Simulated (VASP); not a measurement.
Set up this calculation in VASP 6.6.1, as the native input.

| Item | Value |
| --- | --- |
| Task | single point |
| Functional | PBE |
| Potentials or basis | VASP PAW PBE potentials, release 64 (B, Ru_pv) |
| Cutoff | 520 eV |
| k mesh | 6 × 6 × 4 |
| Occupations | gaussian, width 0.1 eV |
| Spin | no spin polarisation |
| Dipole correction | no |
| Further INCAR settings | ALGO = Normal; EDIFF = 1e-07; NBANDS = 32 |

The structure of B2Ru3 lies in POSCAR:

```
B2Ru3
1.0
    4.0266809628      0.0000000000      0.0000000000
    0.0000000000      4.0266809628      0.0000000000
    0.0000000000      0.0000000000      4.1113964068
B Ru
2 3
Direct
    0.0000000000      0.5000000000      0.7811671171
    0.5000000000      0.0000000000      0.7811671171
    0.0000000000      0.5000000000      0.2811417684
    0.5000000000      0.0000000000      0.2811417684
    0.0000000000      0.0000000000      0.7809379088
```

The cell was built from a structure type or drawn by symmetry, and may not be a known phase.

These files were run (other wordings do the same):

INCAR

```
SYSTEM = B2Ru3
  PREC = Accurate
  ENCUT = 520
  EDIFF = 1E-7
  ISMEAR = 0
  SIGMA = 0.1
  LREAL = .FALSE.
  LASPH = .TRUE.
  NELM = 80
  ALGO = Normal
  ISIF = 2
  LWAVE = .FALSE.
  LCHARG = .FALSE.
  GGA = PE
  NBANDS = 32
```

KPOINTS

```
Automatic mesh
0
G
  6 6 4
  0 0 0
```

Potentials or basis: VASP PAW PBE potentials, release 64 (B, Ru_pv).

Launch:

```sh
$ cat potpaw_PBE.64/B/POTCAR potpaw_PBE.64/Ru_pv/POTCAR > POTCAR
$ mpirun -np 1 vasp_std > vasp.out
```

Results of the run:

```json
{
  "Pressure": "0.0 GPa",
  "Band gap on the k mesh": "zero (bands 24 and 25 overlap by 0.89 eV)"
}
```

Caveat: the k points lie up to 0.38 Å⁻¹ apart, too coarse for converged energies and pressures of a metal.

Run time: 82 s on 1 thread of Intel Xeon 8259CL (shared host), peak memory 0.2 GiB.
